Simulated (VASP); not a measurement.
Wanted: the native input for a VASP 6.6.1 run.

```
Task                   : single point
Functional             : PBEsol
Potentials or basis    : VASP PAW PBE potentials, release 64 (Ta_pv, O)
Cutoff                 : 520 eV
k mesh                 : 14 × 14 × 8
Occupations            : gaussian, width 0.15 eV
Spin                   : no spin polarisation
Dipole correction      : no
Further INCAR settings : ALGO = Normal; EDIFF = 1e-06; NBANDS = 33
```

The structure of Ta4O lies in POSCAR:

```
Ta4O
1.0
    3.2109380109      0.0000000000      0.0000000000
    0.0000000000      3.2109380109      0.0000000000
    0.0000000000      0.0000000000      7.7090825455
Ta O
4 1
Direct
    0.0000000000      0.0000000000      0.5000000000
    0.5000000000      0.5000000000      0.7827832025
    0.5000000000      0.5000000000      0.2172167975
    0.0000000000      0.0000000000      0.0000000000
    0.5000000000      0.5000000000      0.5000000000
```

This cell differs from its parent crystal: strain +0.0500 x Voigt [0, 0, 1, 0, 0, 0].

One way to write it, as run:

INCAR

```
SYSTEM = Ta4O
ALGO = Normal ; EDIFF = 1E-6
ENCUT = 520 ; GGA = PS
ISIF = 2 ; ISMEAR = 0
LASPH = .True. ; LCHARG = .False.
LREAL = .False. ; LWAVE = .False.
NBANDS = 33 ; NELM = 100
PREC = Accurate ; SIGMA = 0.15
```

KPOINTS

```
k-points
0
Gamma
  14 14 8
  0 0 0
```

Potentials or basis: VASP PAW PBE potentials, release 64 (Ta_pv, O).

Run with:

```console
$ cat potpaw_PBE.64/Ta_pv/POTCAR potpaw_PBE.64/O/POTCAR > POTCAR
$ mpirun -np 1 vasp_std > vasp.out
```

Results of the run:

```
Pressure               : -10.6 GPa
Largest force          : 0.361 eV/Å
Band gap on the k mesh : zero (bands 25 and 26 overlap by 0.93 eV)
```

Caveat: the cell differs from its parent crystal (strain +0.0500 x Voigt [0, 0, 1, 0, 0, 0]); the stress differs along the axes, from -16 to -8 GPa; the PAW data sets were made with another functional, which shifts forces and pressure a little; spin-orbit coupling is left out, which moves the levels of the heavy elements.

Run time: 7.4 min on 1 thread of Intel(R) Xeon(R) Platinum 8375C CPU @ 2.90GHz (Ice Lake) (shared host), peak memory 0.45 GiB.
